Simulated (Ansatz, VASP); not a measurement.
# One calculation of MgH2, two programs

```xyz
6
Lattice="4.4853 0.0000 0.0000 0.0000 4.4853 0.0000 0.0000 0.0000 2.9959" Properties=species:S:1:pos:R:3 pbc="T T T"
Mg    0.0000    0.0000    0.0000
Mg    2.2426    2.2426    1.4979
H     1.3667    1.3667    0.0000
H     0.8760    3.6093    1.4979
H     3.1186    3.1186    0.0000
H     3.6093    0.8760    1.4979
```

Alike in both runs: functional r2SCAN; k mesh 6 × 6 × 8; occupations gaussian, width 0.02 eV; no spin polarisation.

Ansatz relaxed the structure, and its values are those at the end. VASP's run is a single point on that final structure, the one shown.

```csv
,VASP,Ansatz
version,VASP 6.6.1,Ansatz 0.2.0
potentials or method,"VASP PAW PBE potentials, release 64 (Mg, H), cutoff 660 eV","scalar-relativistic, plane waves, PAW"
valence electrons in the cell,8,24
```

VASP gave:

* gap on the k mesh at the Fermi level (eV): 4.46
* least direct gap on the mesh (eV): 5.25
* pressure (GPa): -0.3

Q: Estimate Ansatz's values.

A: gap on the k mesh at the Fermi level (eV): 4.48; least direct gap on the mesh (eV): 5.26; pressure (GPa): 0.0.

VASP's potentials were made for PBE, not for r2SCAN. With one functional, cell and mesh, what is left measures potentials, basis and numerics. VASP's potentials hold 8 valence electrons a cell and Ansatz's 24, so a difference there can come from the potentials and not from the codes.
